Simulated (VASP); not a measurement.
# Cd3Se2S (P3m1) in VASP: further runs, part 3 of 3

VASP 6.6.1. The steps go on from the part before.

### 4 Relaxation of cell and atoms, PBE

INCAR

```
SYSTEM = Cd3Se2S
PREC = Accurate
ENCUT = 600
EDIFF = 1E-6
ISMEAR = 0
SIGMA = 0.1
LREAL = .FALSE.
LASPH = .TRUE.
NELM = 80
ALGO = Normal
ISIF = 3
LWAVE = .FALSE.
LCHARG = .FALSE.
GGA = PE
IBRION = 2
NSW = 90
EDIFFG = -0.04
```

KPOINTS

```
Automatic mesh
0
G
  6 6 2
  0 0 0
```

POSCAR

```
Cd3Se2S
1.0
    4.1545526200      0.0000000000      0.0000000000
   -2.0772763100      3.5979481100      0.0000000000
    0.0000000000      0.0000000000     10.1765340200
Cd Se S
3 2 1
Direct
    0.0000000000      0.0000000000      0.0000000000
    0.6666666700      0.3333333300      0.3333333300
    0.3333333300      0.6666666700      0.6666666700
    0.6666666700      0.3333333300      0.0833333300
    0.0000000000      0.0000000000      0.7500000000
    0.3333333300      0.6666666700      0.4166666700
```

Potentials or basis: VASP PAW PBE potentials, release 64 (Cd, Se, S).

Command:

```sh
> cat potpaw_PBE.64/Cd/POTCAR potpaw_PBE.64/Se/POTCAR potpaw_PBE.64/S/POTCAR > POTCAR
> mpirun -np 1 vasp_std > vasp.out
```

OUTCAR:

```text
SYSTEM = Cd3Se2S
   PREC = Accurate
   ENCUT = 600
   EDIFF = 1E-6
   ISMEAR = 0
   LREAL = .FALSE.
   LASPH = .TRUE.
   NELM = 80
   ISIF = 3
   GGA = PE
   IBRION = 2
   NSW = 90
   EDIFFG = -0.04

 ion  position               nearest neighbor table
   1  0.000  0.000  0.000-   4 2.54   5 2.54   4 2.54   4 2.54
   2  0.667  0.333  0.333-   4 2.54   6 2.54   6 2.54   6 2.54
   3  0.333  0.667  0.667-   5 2.54   6 2.54   5 2.54   5 2.54
   4  0.667  0.333  0.083-   1 2.54   2 2.54   1 2.54   1 2.54
   5  0.000  0.000  0.750-   3 2.54   1 2.54   3 2.54   3 2.54
   6  0.333  0.667  0.417-   3 2.54   2 2.54   2 2.54   2 2.54

  LATTYP: Found a hexagonal cell.
 ALAT       =     4.1545526200
 C/A-ratio  =     2.4494897407

  Lattice vectors:

 A1 = (   4.1545526200,   0.0000000000,   0.0000000000)
 A2 = (  -2.0772763100,   3.5979481100,   0.0000000000)
 A3 = (   0.0000000000,   0.0000000000,  10.1765340200)

Analysis of symmetry for initial positions (statically):
=====================================================================
 Subroutine PRICEL returns:
 Original cell was already a primitive cell.

 Routine SETGRP: Setting up the symmetry group for a
 hexagonal supercell.

 Subroutine GETGRP returns: Found  6 space group operations
 (whereof  6 operations were pure point group operations)
 out of a pool of 24 trial point group operations.

The static configuration has the point symmetry C_3v.

Analysis of symmetry for dynamics (positions and initial velocities):
=====================================================================
 Subroutine PRICEL returns:
 Original cell was already a primitive cell.

 Routine SETGRP: Setting up the symmetry group for a
 hexagonal supercell.

 Subroutine GETGRP returns: Found  6 space group operations
 (whereof  6 operations were pure point group operations)
 out of a pool of 24 trial point group operations.

The dynamic configuration has the point symmetry C_3v.

 Subroutine INISYM returns: Found  6 space group operations
 (whereof  6 operations are pure point group operations),
 and found     1 'primitive' translations

----------------------------------------------------------------------------------------

                                     Primitive cell

  volume of cell :     152.1175

  direct lattice vectors                    reciprocal lattice vectors
     4.154552620  0.000000000  0.000000000     0.240699804  0.138968096  0.000000000
    -2.077276310  3.597948110  0.000000000     0.000000000  0.277936193  0.000000000
     0.000000000  0.000000000 10.176534020     0.000000000  0.000000000  0.098265283

  length of vectors
     4.154552620  4.154552620 10.176534020     0.277936193  0.277936193  0.098265283

  position of ions in fractional coordinates (direct lattice)
     0.000000000  0.000000000  0.000000000
     0.666666670  0.333333330  0.333333330
     0.333333330  0.666666670  0.666666670
     0.666666670  0.333333330  0.083333330
     0.000000000  0.000000000  0.750000000
     0.333333330  0.666666670  0.416666670

  ion indices of the primitive-cell ions
   primitive index   ion index
                 1           1
[... 37 lines left out ...]
  0.500000  0.000000  0.000000      3.000000
  0.166667  0.166667  0.000000      6.000000
  0.333333  0.166667  0.000000     12.000000
  0.333333  0.333333  0.000000      2.000000
  0.000000  0.000000  0.500000      1.000000
  0.166667  0.000000  0.500000      6.000000
  0.333333  0.000000  0.500000      6.000000
  0.500000  0.000000  0.500000      3.000000
  0.166667  0.166667  0.500000      6.000000
  0.333333  0.166667  0.500000     12.000000
  0.333333  0.333333  0.500000      2.000000
   k-points           NKPTS =     14   k-points in BZ     NKDIM =     14   number of bands    NBANDS=     32
   number of dos      NEDOS =    301   number of ions     NIONS =      6
   total plane-waves  NPLWV = 108864
   dimension x,y,z NGX =    36 NGY =   36 NGZ =   84
   dimension x,y,z NGXF=    72 NGYF=   72 NGZF=  168
   ions per type =               3   2   1
   NGX,Y,Z   is equivalent  to a cutoff of  14.41, 14.41, 13.72 a.u.
   NGXF,Y,Z  is equivalent  to a cutoff of  28.81, 28.81, 27.44 a.u.
 SYSTEM =  Cd3Se2S
   PREC   = accura    normal or accurate (medium, high low for compatibility)
   ISTART =      0    job   : 0-new  1-cont  2-samecut
   ICHARG =      2    charge: 1-file 2-atom 10-const
   ISPIN  =      1    spin polarized calculation?
   LNONCOLLINEAR =      F non collinear calculations
   LSORBIT =      F    spin-orbit coupling
   LASPH  =      T    aspherical Exc in radial PAW
   ENCUT  =  600.0 eV  44.10 Ry    6.64 a.u.   8.30  8.30 20.33*2*pi/ulx,y,z
   NELM   =     80;   NELMIN=  2; NELMDL= -5     # of ELM steps
   EDIFF  = 0.1E-05   stopping-criterion for ELM
   LREAL  =      F    real-space projection
   EDIFFG = -.4E-01   stopping-criterion for IOM
   NSW    =     90    number of steps for IOM
   IBRION =      2    ionic relax: 0-MD 1-quasi-New 2-CG
   NFREE  =      1    steps in history (QN), initial steepest desc. (CG)
   ISIF   =      3    stress and relaxation
   ISYM   =      2    0-nonsym 1-usesym 2-fastsym
   POTIM  = 0.5000    time-step for ionic-motion
   TEBEG  =    0.0;   TEEND  =   0.0 temperature during run
   PSTRESS=    0.0 pullay stress
   NELECT =      54.0000    total number of electrons
   NUPDOWN=      -1.0000    fix difference up-down
   EMIN   =  10.00;   EMAX   =-10.00  energy-range for DOS
   EFERMI =   0.00;   METHOD = LEGACY
   ISMEAR =     0;   SIGMA  =   0.10  broadening in eV -4-tet -1-fermi 0-gaus
   EFERMI_NEDOS =   21; number of points for ismear=-14 and -15
   IALGO  =     38    algorithm
   IMIX   =      4    mixing-type and parameters
     AMIX     =   0.40;   BMIX     =  1.00
     AMIX_MAG =   1.60;   BMIX_MAG =  1.00
  volume/ion in A,a.u.               =      25.35       171.09
  Fermi-wavevector in a.u.,A,eV,Ry     =   1.159168  2.190510 18.281748  1.343671
  Thomas-Fermi vector in A             =   2.295763
   LORBIT       =      0    0 simple, 1 ext, 2 COOP (PROOUT), +10 PAW based schemes
   GGA     = PE    functional components
   LHFCALC =     F    Hartree Fock is set to
   AEXX    =    0.0000 exact exchange contribution
   IVDW    =     0    specifies the selected vdW correction
   LEPSILON=     F    determine dielectric tensor
   LRPA    =     F    only Hartree local field effects (RPA)
 conjugate gradient relaxation of ions
 non-spin polarized calculation
 Gauss-broadening in eV      SIGMA  =   0.10
  energy-cutoff  :      600.00
  volume of cell :      152.12
 maximum number of plane-waves:      5116
 NGX is ok and might be reduce to    36
   NGX = 17   NGY = 17   NGZ = 41

--------------------------------------- Ionic step        1  -------------------------------------------

 number of electron      53.9999997 magnetization

 Free energy of the ion-electron system (eV)
  ---------------------------------------------------
  ext. energy  EPLUGINS =         0.00000000
  ---------------------------------------------------
  free energy    TOTEN  =       -16.61203778 eV

  energy without entropy =      -16.61203778  energy(sigma->0) =      -16.61203778

------------------------ aborting loop because EDIFF is reached ----------------------------------------

  FORCE on cell =-STRESS in cart. coord.  units (eV):
  Direction    XX          YY          ZZ          XY          YZ          ZX
  --------------------------------------------------------------------------------------
  -------------------------------------------------------------------------------------
  Total        7.4173931      7.4173931      7.3155173     -0.0000000      0.0000000      0.0000000
  in kB       78.1237050     78.1237050     77.0506979     -0.0000000      0.0000000      0.0000000
  external PRESSURE =      77.7660360 kB  Pullay stress =       0.0000000 kB
[... 101 lines left out ...]
  FREE ENERGIE OF THE ION-ELECTRON SYSTEM (eV)
  ---------------------------------------------------
  free  energy   TOTEN  =       -17.0636596528 eV

  energy  without entropy=      -17.0636594750  energy(sigma->0) =      -17.06365956

[... ionic steps 4 to 7 ...]

--------------------------------------- Ionic step        8  -------------------------------------------

 number of electron      54.0000000 magnetization

------------------------ aborting loop because EDIFF is reached ----------------------------------------
[... 75 lines left out ...]
--------------------------------------- Ionic step       10  -------------------------------------------

 number of electron      54.0000001 magnetization

 Free energy of the ion-electron system (eV)
  ---------------------------------------------------
  ext. energy  EPLUGINS =         0.00000000
  ---------------------------------------------------
  free energy    TOTEN  =       -17.09170054 eV

  energy without entropy =      -17.09169944  energy(sigma->0) =      -17.09169999

 E-fermi :   0.9766     XC(G=0):  -8.7087

 val. band max:        0.6947858819   @ k =   0.0000   0.0000   0.0000
 cond. band min:       1.2465249907   @ k =   0.0000   0.0000   0.0000
 fundamental gap:      0.5517391088
 Fermi energy:         0.9766072107

 k-point     1 :       0.0000    0.0000    0.0000
  band No.  band energies     occupation
      1     -11.5962      2.00000
      2     -11.3678      2.00000
      3     -11.2986      2.00000
      4      -7.1124      2.00000
      5      -7.1124      2.00000
      6      -7.0901      2.00000
[... 512 lines left out ...]
  FREE ENERGIE OF THE ION-ELECTRON SYSTEM (eV)
  ---------------------------------------------------
  free  energy   TOTEN  =       -17.0917005374 eV

  energy  without entropy=      -17.0916994417  energy(sigma->0) =      -17.09169999

 reached required accuracy - stopping structural energy minimisation
```

It took 16 min on 1 thread of Intel Xeon 8259CL, shared host; peak memory 0.38 GiB.

What came out:

```yaml
Free_energy: -17.0917 eV
Relaxed_volume: 28.60 Å³/atom
Relaxed_cell: a = 4.325 Å, b = 4.325 Å, c = 10.593 Å, α = 90.00°, β = 90.00°, γ = 120.00°
Space_group_after_relaxing_to_0.1_Å: P3m1 (No. 156)
Energy_gained_by_relaxing: 79.9 meV/atom
Ionic_steps: 10
Pressure_after_relaxing: 0.0 GPa
Largest_force_after_relaxing: 0.014 eV/Å
Band_gap_on_the_k_mesh: 0.55 eV
```

Forces on the atoms (eV/Å):
```
Cd   0.000  0.000  0.010
Cd   0.000  0.000  0.008
Cd   0.000  0.000 -0.002
Se   0.000  0.000 -0.014
Se   0.000  0.000 -0.002
S    0.000  0.000  0.001
```

Step by step:
```tsv
step	energy change (eV)	largest force (eV/Å)	pressure (GPa)	volume (Å³)
1	0.0000	0.6593	7.78	152.12
2	-0.3953	0.2429	-2.12	180.85
3	-0.4516	0.3334	-0.08	172.28
4	-0.4516	0.3285	-0.20	172.71
5	-0.4613	0.2411	-0.16	172.49
6	-0.4755	0.1741	-0.04	171.85
7	-0.4757	0.1773	0.00	171.78
8	-0.4792	0.0794	0.00	171.67
9	-0.4795	0.0405	0.00	171.63
10	-0.4797	0.0136	0.00	171.63
```

Final structure:
```
Cd Se S
1.0
     4.32525    0.00000    0.00000
    -2.16263    3.74578    0.00000
     0.00000    0.00000   10.59340
Cd Se S
3 2 1
Direct
  0.00000 0.00000 0.99970
  0.66667 0.33333 0.34214
  0.33333 0.66667 0.65771
  0.66667 0.33333 0.08872
  0.00000 0.00000 0.74677
  0.33333 0.66667 0.41497
```

Caveat: semilocal functionals underestimate gaps, and a narrow one can read as zero.

### 5 Single point, PBE

This run uses another cell than the first one, of 28.46 Å³/atom.

INCAR

```
  PREC = Accurate
  ENCUT = 520
  EDIFF = 1E-7
  ISMEAR = 0
  SIGMA = 0.02
  LREAL = False
  LASPH = True
  NELM = 60
  ALGO = Normal
  ISIF = 2
  LWAVE = False
  LCHARG = False
  GGA = PE
  NBANDS = 36
```

KPOINTS

```
Automatic mesh
0
Gamma
  12 12 4
```

POSCAR

```
Cd3Se2S
1.0
    4.3155833700      0.0000000000      0.0000000000
   -2.1577916850      3.7374048305      0.0000000000
    0.0000000000      0.0000000000     10.5860995328
Cd Se S
3 2 1
Direct
    0.0000000000      0.0000000000     -0.0002902519
    0.6666666667      0.3333333333      0.3421614761
    0.3333333333      0.6666666667      0.6575824072
    0.6666666667      0.3333333333      0.0886744068
    0.0000000000      0.0000000000      0.7468179666
    0.3333333333      0.6666666667      0.4150539952
```

Potentials or basis: VASP PAW PBE potentials, release 64 (Cd, Se, S).

Command:

```sh
> cat potpaw_PBE.64/Cd/POTCAR potpaw_PBE.64/Se/POTCAR potpaw_PBE.64/S/POTCAR > POTCAR
> mpirun -np 1 vasp_std > vasp.out
```

OUTCAR:

```text
PREC = Accurate
   ENCUT = 520
   EDIFF = 1E-7
   ISMEAR = 0
   LREAL = False
   LASPH = True
   NELM = 60
   ISIF = 2
   GGA = PE

 ion  position               nearest neighbor table
   1  0.000  0.000  1.000-   4 2.66   4 2.66   4 2.66   5 2.68
   2  0.667  0.333  0.342-   6 2.61   6 2.61   6 2.61   4 2.68
   3  0.333  0.667  0.658-   6 2.57   5 2.66   5 2.66   5 2.66
   4  0.667  0.333  0.089-   1 2.66   1 2.66   1 2.66   2 2.68
   5  0.000  0.000  0.747-   3 2.66   3 2.66   3 2.66   1 2.68
   6  0.333  0.667  0.415-   3 2.57   2 2.61   2 2.61   2 2.61

  LATTYP: Found a hexagonal cell.
 ALAT       =     4.3155833700
 C/A-ratio  =     2.4529938655

  Lattice vectors:

 A1 = (   4.3155833700,   0.0000000000,   0.0000000000)
 A2 = (  -2.1577916850,   3.7374048305,   0.0000000000)
 A3 = (   0.0000000000,   0.0000000000,  10.5860995328)

Analysis of symmetry for initial positions (statically):
=====================================================================
 Subroutine PRICEL returns:
 Original cell was already a primitive cell.

[... 180 lines left out ...]
 cond. band min:       1.2949953910   @ k =   0.0000   0.0000   0.0000
 fundamental gap:      0.5612624483
 Fermi energy:         0.8578023913

 k-point     1 :       0.0000    0.0000    0.0000
  band No.  band energies     occupation
      1     -11.5867      2.00000
      2     -11.3549      2.00000
      3     -11.2900      2.00000
      4      -7.0887      2.00000
      5      -7.0887      2.00000
      6      -7.0648      2.00000
[... 925 lines left out ...]
     35       7.3858      0.00000
     36       7.4576      0.00000

 [... further k-points ...]

------------------------ aborting loop because EDIFF is reached ----------------------------------------

  FORCE on cell =-STRESS in cart. coord.  units (eV):
  Direction    XX          YY          ZZ          XY          YZ          ZX
  --------------------------------------------------------------------------------------
  -------------------------------------------------------------------------------------
  Total        0.2803551      0.2803551      0.2831924      0.0000000      0.0000000      0.0000000
  in kB        2.6307128      2.6307128      2.6573368      0.0000000      0.0000000      0.0000000
  external PRESSURE =       2.6395875 kB  Pullay stress =       0.0000000 kB

 VOLUME and BASIS-vectors are now :
 -----------------------------------------------------------------------------
  energy-cutoff  :      520.00
  volume of cell :      170.74
      direct lattice vectors                 reciprocal lattice vectors
     4.315583370  0.000000000  0.000000000     0.231718383  0.133782671  0.000000000
    -2.157791685  3.737404831  0.000000000     0.000000000  0.267565342  0.000000000
     0.000000000  0.000000000 10.586099533     0.000000000  0.000000000  0.094463499

 POSITION                                       TOTAL-FORCE (eV/Angst)
 -----------------------------------------------------------------------------------
      0.00000      0.00000     10.58303         0.000000     -0.000000     -0.001401
      2.15779      1.24580      3.62216        -0.000000      0.000000      0.001482
     -0.00000      2.49160      6.96123        -0.000000      0.000000      0.000299
      2.15779      1.24580      0.93872        -0.000000      0.000000      0.002284
      0.00000      0.00000      7.90589        -0.000000      0.000000      0.003388
     -0.00000      2.49160      4.39380         0.000000     -0.000000     -0.006053
 -----------------------------------------------------------------------------------
    total drift:                                0.000002     -0.000001      0.000021

  FREE ENERGIE OF THE ION-ELECTRON SYSTEM (eV)
  ---------------------------------------------------
  free  energy   TOTEN  =       -17.1053377505 eV

  energy  without entropy=      -17.1053377505  energy(sigma->0) =      -17.10533775
```

OSZICAR:

```text
N       E                     dE             d eps       ncg     rms          rms(c)
DAV:   1     0.376422205538E+03    0.37642E+03   -0.25853E+04  4976   0.135E+03
DAV:   2     0.493344926060E+01   -0.37149E+03   -0.36020E+03  5512   0.334E+02
DAV:   3    -0.181735472187E+02   -0.23107E+02   -0.22972E+02  5864   0.813E+01
DAV:   4    -0.184342137083E+02   -0.26067E+00   -0.26036E+00  5776   0.829E+00
DAV:   5    -0.184372588227E+02   -0.30451E-02   -0.30448E-02  5840   0.879E-01    0.106E+01
DAV:   6    -0.171435758000E+02    0.12937E+01   -0.25367E+00  6132   0.126E+01    0.846E+00
DAV:   7    -0.171121143445E+02    0.31461E-01   -0.98885E-01  5456   0.431E+00    0.348E+00
DAV:   8    -0.171052420549E+02    0.68723E-02   -0.11647E-01  5772   0.277E+00    0.560E-01
DAV:   9    -0.171048223058E+02    0.41975E-03   -0.18837E-02  5532   0.124E+00    0.156E-01
DAV:  10    -0.171050558981E+02   -0.23359E-03   -0.16289E-03  5552   0.330E-01    0.103E-01
DAV:  11    -0.171052424500E+02   -0.18655E-03   -0.21844E-04  5532   0.775E-02    0.434E-02
DAV:  12    -0.171053263936E+02   -0.83944E-04   -0.88702E-05  5384   0.500E-02    0.113E-02
DAV:  13    -0.171053365460E+02   -0.10152E-04   -0.16270E-05  5732   0.245E-02    0.437E-03
DAV:  14    -0.171053373833E+02   -0.83730E-06   -0.18811E-06  5748   0.100E-02    0.329E-03
DAV:  15    -0.171053377911E+02   -0.40786E-06   -0.59858E-07  4964   0.424E-03    0.106E-03
DAV:  16    -0.171053377505E+02    0.40656E-07   -0.73108E-08  4072   0.179E-03
   1 F= -.17105338E+02 E0= -.17105338E+02  d E =-.758699E-21
```

Wall time 11 min (1 thread of Intel Xeon 8259CL, shared host); peak memory 0.52 GiB.

What came out:

```yaml
Free_energy: -17.1053 eV
Pressure: 0.3 GPa
Largest_force: 0.006 eV/Å
Band_gap_on_the_k_mesh: 0.56 eV
```

Forces on the atoms (eV/Å):
```
Cd   0.000  0.000 -0.001
Cd   0.000  0.000  0.001
Cd   0.000  0.000  0.000
Se   0.000  0.000  0.002
Se   0.000  0.000  0.003
S    0.000  0.000 -0.006
```

Caveat: semilocal functionals underestimate gaps, and a narrow one can read as zero.

### 6 Overview

| task | cell | k mesh | cutoff (eV) | smearing | gap on the mesh (eV) | pressure (GPa) | largest force (eV/Å) |
| --- | --- | --- | --- | --- | --- | --- | --- |
| single point | a = 4.155, b = 4.155, c = 10.177 Å, angles 90.0, 90.0, 120.0°, 6 atoms, atomic positions A | 6 × 6 × 2 | 520 | gaussian 0.1 eV | 0.89 | 7.8 | 0.66 |
| single point | a = 4.326, b = 4.326, c = 10.593 Å, angles 90.0, 90.0, 120.0°, 6 atoms, atomic positions B | 6 × 6 × 2 | 520 | gaussian 0.1 eV | 0.55 | 0.0 | 0.03 |
| relaxation of cell and atoms | relaxed from a = 4.155, b = 4.155, c = 10.177 Å, angles 90.0, 90.0, 120.0°, 6 atoms, atomic positions A | 6 × 6 × 2 | 600 | gaussian 0.1 eV | 0.55 | 0.0 | 0.01 |
| single point | a = 4.316, b = 4.316, c = 10.586 Å, angles 90.0, 90.0, 120.0°, 6 atoms, atomic positions C | 12 × 12 × 4 | 520 | gaussian 0.02 eV | 0.56 | 0.3 | 0.01 |

Alike in all rows: level PBE; potentials or basis VASP PAW PBE potentials, release 64 (Cd, Se, S); no spin polarisation.

Caveats: semilocal functionals underestimate gaps, and a narrow one can read as zero (at least some runs); the cell stands under pressure (at least some runs).

Total energies depend on the potentials used, so only differences within one code and one set of settings carry meaning.
